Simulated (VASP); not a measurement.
Crystal: Al.

```
CELL_PARAMETERS angstrom
2.82708 0.00000 0.00000
-1.41354 2.44832 0.00000
0.00000 0.00000 9.18599
ATOMIC_POSITIONS crystal
Al 0.00000 0.00000 0.00000
Al 0.00000 0.00000 0.50000
Al 0.33333 0.66667 0.25000
Al 0.66667 0.33333 0.75000
```

```yaml
Program: VASP 6.6.1
Task: relaxation of cell and atoms
Functional: PBEsol
Potentials_or_basis: VASP PAW PBE potentials, release 64 (Al)
Cutoff: 600 eV
k_mesh: 9 × 9 × 3
Occupations: methfessel-paxton, width 0.1 eV
Spin: no spin polarisation
```

At the start: pressure 1.6 GPa; volume 15.90 Å³/atom.

Where does the relaxation end?

Over 5 steps the energy falls by 4.7 meV/atom and the volume is 16.23 Å³/atom (+2.1 %); space group P6_3/mmc (No. 194, to 0.05 Å).

The path:
```
step  energy change (eV)  largest force (eV/Å)  pressure (GPa)  volume (Å³)
   1              0.0000                0.0000            1.59        63.58
   2             -0.0181                0.0000           -0.13        65.03
   3             -0.0183                0.0000           -0.36        65.23
   4             -0.0183                0.0000           -0.32        65.19
   5             -0.0188                0.0000            0.04        64.92
```

Final structure:
```yaml
crystal:
  lattice:
    - [2.82441, 0.00000, 0.00000]
    - [-1.41220, 2.44601, 0.00000]
    - [0.00000, 0.00000, 9.39715]
  atoms:
    - { symbol: Al, position: [0.00000, 0.00000, 0.00000] }
    - { symbol: Al, position: [0.00000, 0.00000, 0.50000] }
    - { symbol: Al, position: [0.33333, 0.66667, 0.25000] }
    - { symbol: Al, position: [0.66667, 0.33333, 0.75000] }
```

Caveat: the PAW data sets were made with another functional, which shifts forces and pressure a little.
